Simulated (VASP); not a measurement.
Si3Te:

```
CELL_PARAMETERS angstrom
5.77451 0.00000 0.00000
-2.88725 5.00087 0.00000
0.00000 0.00000 2.77468
ATOMIC_POSITIONS crystal
Si 0.50000 0.00000 0.00000
Si 0.00000 0.50000 0.00000
Si 0.50000 0.50000 0.00000
Te 0.00000 0.00000 0.00000
```

The cell was built from a structure type or drawn by symmetry, and may not be a known phase.

| Quantity | Value |
| --- | --- |
| Program | VASP 6.6.1 |
| Task | relaxation of cell and atoms |
| Functional | PBE |
| Potentials or basis | VASP PAW PBE potentials, release 64 (Si, Te) |
| Cutoff | 600 eV |
| k mesh | 3 × 3 × 6 |
| Occupations | gaussian, width 0.1 eV |
| Spin | no spin polarisation |

At the start: pressure -0.5 GPa; volume 20.03 Å³/atom.

Q: How do energy, volume and symmetry change on relaxing?

A: Over 6 steps the energy falls by 60.1 meV/atom and the volume is 20.09 Å³/atom (+0.3 %); space group P6/mmm (No. 191, to 0.1 Å) before and after.

Step by step:
| step | energy change (eV) | largest force (eV/Å) | pressure (GPa) | volume (Å³) |
| --- | --- | --- | --- | --- |
| 1 | 0.0000 | 0.0000 | -0.45 | 80.13 |
| 2 | -0.2181 | 0.0000 | 1.47 | 79.26 |
| 3 | -0.2389 | 0.0000 | 0.71 | 79.45 |
| 4 | -0.2390 | 0.0000 | 0.59 | 79.48 |
| 5 | -0.2391 | 0.0000 | 0.64 | 79.47 |
| 6 | -0.2403 | 0.0000 | -0.18 | 80.35 |

Final structure:
```cif
data_structure
_symmetry_space_group_name_H-M 'P 1'
_symmetry_Int_Tables_number 1
_cell_length_a 5.9229
_cell_length_b 5.9229
_cell_length_c 2.6446
_cell_angle_alpha 90.000
_cell_angle_beta 90.000
_cell_angle_gamma 120.000
_cell_volume 80.35
loop_
_atom_site_label
_atom_site_type_symbol
_atom_site_fract_x
_atom_site_fract_y
_atom_site_fract_z
_atom_site_occupancy
Si1 Si 0.50000 0.00000 0.00000 1
Si2 Si 0.00000 0.50000 0.00000 1
Si3 Si 0.50000 0.50000 0.00000 1
Te1 Te 0.00000 0.00000 0.00000 1
```

Caveat: the k points lie up to 0.41 Å⁻¹ apart in the final cell, too coarse for converged energies and pressures of a metal.
